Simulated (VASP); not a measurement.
# Zr (P6/mmm) in VASP: notebook

Runs on Zr. Level: PBE. Tasks: single point.

Program: VASP 6.6.1. These are calculated values, not measurements. Logs are shortened: lines on timing, memory, paths and dates and some standing lists are left out, and cuts for length are marked.

## (1) The cell of the first run

The structure is hexagonal, space group P6/mmm (No. 191). Conventional cell: a = 2.449 Å, b = 2.449 Å, c = 2.390 Å, α = 90.00°, β = 90.00°, γ = 120.00°. Within 3.2 Å of Zr (site symmetry 6/mmm) lie 8 Zr at 2.39 to 2.45 Å.

This isn't the form of Zr at room conditions, which is hcp.

## (2) Single point, PBE

INCAR reads:

```
SYSTEM = Zr
PREC = Accurate
ENCUT = 520
EDIFF = 1E-7
ISMEAR = -1
SIGMA = 0.1
LREAL = .FALSE.
LASPH = .TRUE.
NELM = 100
ALGO = Normal
ISIF = 2
LWAVE = .FALSE.
LCHARG = .TRUE.
GGA = PE
LELF = .TRUE.
LVHAR = .TRUE.
NBANDS = 12
```

KPOINTS reads:

```
Automatic mesh
0
G
  16 16 14
  0 0 0
```

POSCAR reads:

```
Zr
1.0
    2.4488682246      0.0000000000      0.0000000000
   -1.2244341123      2.1207820930      0.0000000000
    0.0000000000      0.0000000000      2.3898603444
Zr
1
Direct
    0.0000000000      0.0000000000      0.0000000000
```

Potentials or basis: VASP PAW PBE potentials, release 64 (Zr_sv).

Launch:

```console
$ cat potpaw_PBE.64/Zr_sv/POTCAR > POTCAR
$ mpirun -np 1 vasp_std > vasp.out
```

OUTCAR:

```text
SYSTEM = Zr
   PREC = Accurate
   ENCUT = 520
   EDIFF = 1E-7
   ISMEAR = -1
   LREAL = .FALSE.
   LASPH = .TRUE.
   NELM = 100
   ISIF = 2
   GGA = PE

 ion  position               nearest neighbor table
   1  0.000  0.000  0.000-

  LATTYP: Found a hexagonal cell.
 ALAT       =     2.4488682246
 C/A-ratio  =     0.9759040198

  Lattice vectors:

 A1 = (   2.4488682246,   0.0000000000,   0.0000000000)
 A2 = (  -1.2244341123,   2.1207820930,   0.0000000000)
 A3 = (   0.0000000000,   0.0000000000,   2.3898603444)

Analysis of symmetry for initial positions (statically):
=====================================================================
 Subroutine PRICEL returns:
 Original cell was already a primitive cell.

 Routine SETGRP: Setting up the symmetry group for a
 hexagonal supercell.

 Subroutine GETGRP returns: Found 24 space group operations
 (whereof 24 operations were pure point group operations)
 out of a pool of 24 trial point group operations.

The static configuration has the point symmetry D_6h.

Analysis of symmetry for dynamics (positions and initial velocities):
=====================================================================
 Subroutine PRICEL returns:
 Original cell was already a primitive cell.

 Routine SETGRP: Setting up the symmetry group for a
 hexagonal supercell.

 Subroutine GETGRP returns: Found 24 space group operations
 (whereof 24 operations were pure point group operations)
 out of a pool of 24 trial point group operations.

The dynamic configuration has the point symmetry D_6h.

 Subroutine INISYM returns: Found 24 space group operations
 (whereof 24 operations are pure point group operations),
 and found     1 'primitive' translations

----------------------------------------------------------------------------------------

                                     Primitive cell

  volume of cell :      12.4118

  direct lattice vectors                    reciprocal lattice vectors
     2.448868225  0.000000000  0.000000000     0.408351903  0.235762081  0.000000000
    -1.224434112  2.120782093  0.000000000     0.000000000  0.471524162  0.000000000
     0.000000000  0.000000000  2.389860344     0.000000000  0.000000000  0.418434492

  length of vectors
     2.448868225  2.448868225  2.389860344     0.471524162  0.471524162  0.418434492

  position of ions in fractional coordinates (direct lattice)
     0.000000000  0.000000000  0.000000000

  ion indices of the primitive-cell ions
   primitive index   ion index
                 1           1

----------------------------------------------------------------------------------------

 KPOINTS: Automatic mesh

Automatic generation of k-mesh.
 Grid dimensions read from file:
 generate k-points for:   16   16   14

 Generating k-lattice:

  Cartesian coordinates                     Fractional coordinates (reciprocal lattice)
     0.025521994  0.014735130  0.000000000     0.062500000  0.000000000  0.000000000
     0.000000000  0.029470260  0.000000000     0.000000000  0.062500000  0.000000000
     0.000000000  0.000000000  0.029888178     0.000000000  0.000000000  0.071428571

  Length of vectors
     0.029470260  0.029470260  0.029888178

  Shift w.r.t. Gamma in fractional coordinates (k-lattice)
     0.000000000  0.000000000  0.000000000

 Subroutine IBZKPT returns following result:
 ===========================================

 Found    240 irreducible k-points:

 Following reciprocal coordinates:
            Coordinates               Weight
  0.000000  0.000000  0.000000      1.000000
  0.062500 -0.000000  0.000000      6.000000
  0.125000 -0.000000  0.000000      6.000000
  0.187500 -0.000000  0.000000      6.000000
  0.250000 -0.000000  0.000000      6.000000
  0.312500  0.000000  0.000000      6.000000
[... 16 lines left out ...]
  0.187500  0.187500  0.000000      6.000000
  0.250000  0.187500  0.000000     12.000000
 [... further k-points ...]
   k-points           NKPTS =    240   k-points in BZ     NKDIM =    240   number of bands    NBANDS=     12
   number of dos      NEDOS =    301   number of ions     NIONS =      1
   total plane-waves  NPLWV =   5832
   dimension x,y,z NGX =    18 NGY =   18 NGZ =   18
   dimension x,y,z NGXF=    36 NGYF=   36 NGZF=   36
   ions per type =               1
   NGX,Y,Z   is equivalent  to a cutoff of  12.22, 12.22, 12.52 a.u.
   NGXF,Y,Z  is equivalent  to a cutoff of  24.44, 24.44, 25.04 a.u.
 SYSTEM =  Zr
   PREC   = accura    normal or accurate (medium, high low for compatibility)
   ISTART =      0    job   : 0-new  1-cont  2-samecut
   ICHARG =      2    charge: 1-file 2-atom 10-const
   ISPIN  =      1    spin polarized calculation?
   LNONCOLLINEAR =      F non collinear calculations
   LSORBIT =      F    spin-orbit coupling
   LASPH  =      T    aspherical Exc in radial PAW
   ENCUT  =  520.0 eV  38.22 Ry    6.18 a.u.   4.55  4.55  4.44*2*pi/ulx,y,z
   NELM   =    100;   NELMIN=  2; NELMDL= -5     # of ELM steps
   EDIFF  = 0.1E-06   stopping-criterion for ELM
   LREAL  =      F    real-space projection
   EDIFFG = 0.1E-05   stopping-criterion for IOM
   NSW    =      0    number of steps for IOM
   IBRION =     -1    ionic relax: 0-MD 1-quasi-New 2-CG
   NFREE  =      0    steps in history (QN), initial steepest desc. (CG)
   ISIF   =      2    stress and relaxation
   ISYM   =      2    0-nonsym 1-usesym 2-fastsym
   POTIM  = 0.5000    time-step for ionic-motion
   TEBEG  =    0.0;   TEEND  =   0.0 temperature during run
   PSTRESS=    0.0 pullay stress
   NELECT =      12.0000    total number of electrons
   NUPDOWN=      -1.0000    fix difference up-down
   EMIN   =  10.00;   EMAX   =-10.00  energy-range for DOS
   EFERMI =   0.00;   METHOD = LEGACY
   ISMEAR =    -1;   SIGMA  =   0.10  broadening in eV -4-tet -1-fermi 0-gaus
   EFERMI_NEDOS =   21; number of points for ismear=-14 and -15
   IALGO  =     38    algorithm
   IMIX   =      4    mixing-type and parameters
     AMIX     =   0.40;   BMIX     =  1.00
     AMIX_MAG =   1.60;   BMIX_MAG =  1.00
  volume/ion in A,a.u.               =      12.41        83.76
  Fermi-wavevector in a.u.,A,eV,Ry     =   1.618790  3.059070 35.653821  2.620482
  Thomas-Fermi vector in A             =   2.712996
   LORBIT       =      0    0 simple, 1 ext, 2 COOP (PROOUT), +10 PAW based schemes
   GGA     = PE    functional components
   LHFCALC =     F    Hartree Fock is set to
   AEXX    =    0.0000 exact exchange contribution
   IVDW    =     0    specifies the selected vdW correction
   LEPSILON=     F    determine dielectric tensor
   LRPA    =     F    only Hartree local field effects (RPA)
 non-spin polarized calculation
  energy-cutoff  :      520.00
  volume of cell :       12.41
 maximum number of plane-waves:       351
   NGX =  9   NGY =  9   NGZ =  9

 number of electron      12.0000000 magnetization

 Free energy of the ion-electron system (eV)
  ---------------------------------------------------
  ext. energy  EPLUGINS =         0.00000000
  ---------------------------------------------------
  free energy    TOTEN  =        -4.51087794 eV

  energy without entropy =       -4.49139057  energy(sigma->0) =       -4.50113425

 E-fermi :  17.6823     XC(G=0): -14.2772

 val. band max:       17.6821523442   @ k =   0.2500   0.1875   0.5000
 cond. band min:      17.6935608908   @ k =   0.4375   0.1250   0.4286
 fundamental gap:      0.0114085466
 Fermi energy:        17.6823241874

 k-point     1 :       0.0000    0.0000    0.0000
  band No.  band energies     occupation
      1     -31.8871      2.00000
      2      -6.7420      2.00000
      3      -6.0197      2.00000
      4      -6.0197      2.00000
      5      12.8466      2.00000
      6      13.5552      2.00000
      7      18.7002      0.00008
      8      18.7002      0.00008
      9      28.7128      0.00000
     10      28.7128      0.00000
     11      29.8346      0.00000
     12      36.5009      0.00000

 k-point     2 :       0.0625   -0.0000    0.0000
  band No.  band energies     occupation
      1     -31.8344      2.00000
      2      -6.7089      2.00000
      3      -6.3164      2.00000
      4      -6.0828      2.00000
      5      12.9657      2.00000
      6      13.8813      2.00000
      7      18.3259      0.00320
      8      18.9725      0.00000
      9      28.0893      0.00000
     10      28.6304      0.00000
     11      30.6109      0.00000
     12      37.2392      0.00000

 k-point     3 :       0.1250   -0.0000    0.0000
  band No.  band energies     occupation
      1     -31.6813      2.00000
      2      -7.1189      2.00000
      3      -6.6135      2.00000
      4      -6.2587      2.00000
      5      13.2761      2.00000
      6      14.6524      2.00000
      7      17.6439      1.18965
      8      19.7724      0.00000
      9      26.7000      0.00000
     10      28.4030      0.00000
     11      32.6359      0.00000
     12      38.9048      0.00000
[... 286 lines left out ...]
 k-point    23 :       0.1875    0.1875    0.0000
  band No.  band energies     occupation
      1     -30.7602      2.00000
      2     -10.3624      2.00000
      3      -7.8151      2.00000
      4      -6.0675      2.00000
      5      15.2412      2.00000
      6      15.7581      2.00000
      7      17.9690      0.10769
      8      22.6493      0.00000
      9      26.1314      0.00000
     10      26.2893      0.00000
     11      35.2645      0.00000
     12      35.4140      0.00000

 k-point    24 :       0.2500    0.1875    0.0000
  band No.  band energies     occupation
      1     -30.4973      2.00000
      2     -10.9969      2.00000
      3      -8.3568      2.00000
      4      -5.9206      2.00000
      5      15.5749      2.00000
      6      15.9096      2.00000
      7      19.1361      0.00000
      8      22.0202      0.00000
      9      25.5695      0.00000
     10      27.3947      0.00000
     11      33.8282      0.00000
     12      35.9537      0.00000

 [... further k-points ...]
[... 5 lines left out ...]
  --------------------------------------------------------------------------------------
  -------------------------------------------------------------------------------------
  Total       13.5061242     13.5061242     13.5351203      0.0000000     -0.0000000      0.0000000
  in kB     1743.4413199   1743.4413198   1747.1842848      0.0000000     -0.0000000      0.0000000
  external PRESSURE =    1744.6889748 kB  Pullay stress =       0.0000000 kB

 VOLUME and BASIS-vectors are now :
 -----------------------------------------------------------------------------
  energy-cutoff  :      520.00
  volume of cell :       12.41
      direct lattice vectors                 reciprocal lattice vectors
     2.448868225  0.000000000  0.000000000     0.408351903  0.235762081  0.000000000
    -1.224434112  2.120782093  0.000000000     0.000000000  0.471524162  0.000000000
     0.000000000  0.000000000  2.389860344     0.000000000  0.000000000  0.418434492

 POSITION                                       TOTAL-FORCE (eV/Angst)
 -----------------------------------------------------------------------------------
      0.00000      0.00000      0.00000        -0.000000      0.000000      0.000000
 -----------------------------------------------------------------------------------
    total drift:                               -0.000000      0.000000      0.000000

  FREE ENERGIE OF THE ION-ELECTRON SYSTEM (eV)
  ---------------------------------------------------
  free  energy   TOTEN  =        -4.5108779404 eV

  energy  without entropy=       -4.4913905666  energy(sigma->0) =       -4.50113425
```

Wall time 20 s (1 thread of Intel Xeon 6455B, shared host); peak memory 0.15 GiB.

Results:

```
Free energy            : -4.5109 eV
Pressure               : 174.5 GPa
Band gap on the k mesh : zero (bands 6 and 7 overlap by 3.85 eV)
```

Stress tensor (GPa, compression positive):
```
174.34   0.00   0.00
  0.00 174.34   0.00
  0.00   0.00 174.72
```

Caveat: the cell stands under pressure.

## (3) Single point, PBE (12.41 Å³/atom)

INCAR reads:

```
PREC = Accurate
ENCUT = 520
EDIFF = 1E-6
ISMEAR = -1
SIGMA = 0.1
LREAL = F
LASPH = T
NELM = 80
ALGO = Normal
ISIF = 2
LWAVE = F
LCHARG = F
GGA = PE
NBANDS = 12
```

KPOINTS reads:

```
Automatic mesh
0
Gamma
  16 16 14
```

POSCAR is that of step 2.

Potentials or basis: VASP PAW PBE potentials, release 64 (Zr_sv).

Launch:

```console
$ cat potpaw_PBE.64/Zr_sv/POTCAR > POTCAR
$ mpirun -np 1 vasp_std > vasp.out
```

Run time: 14 s. Hardware: 1 thread of Intel Xeon 6455B, shared host; peak memory 0.15 GiB.

Results (log left out):

```
Free energy            : -4.5109 eV
Pressure               : 174.4 GPa
Band gap on the k mesh : zero (bands 6 and 7 overlap by 3.86 eV)
```

Stress tensor (GPa, compression positive):
```
174.29   0.00   0.00
  0.00 174.29   0.00
  0.00   0.00 174.70
```

Levels at points of the mesh, in eV from the Fermi level:
| k point | band 4 | band 5 | band 6 | band 7 | band 8 | band 9 |
| --- | --- | --- | --- | --- | --- | --- |
| (0.00, 0.00, 0.00) | -23.70 | -4.84 | -4.13 | 1.02 | 1.02 | 11.03 |
| (0.50, 0.00, 0.00) | -23.48 | -5.56 | -1.05 | 3.02 | 5.21 | 9.21 |
| (0.00, 0.00, 0.50) | -23.16 | -1.16 | 2.45 | 2.45 | 3.01 | 5.00 |
| (0.50, 0.00, 0.50) | -24.54 | -7.29 | -3.38 | 2.09 | 7.82 | 12.91 |

Caveat: the cell stands under pressure.
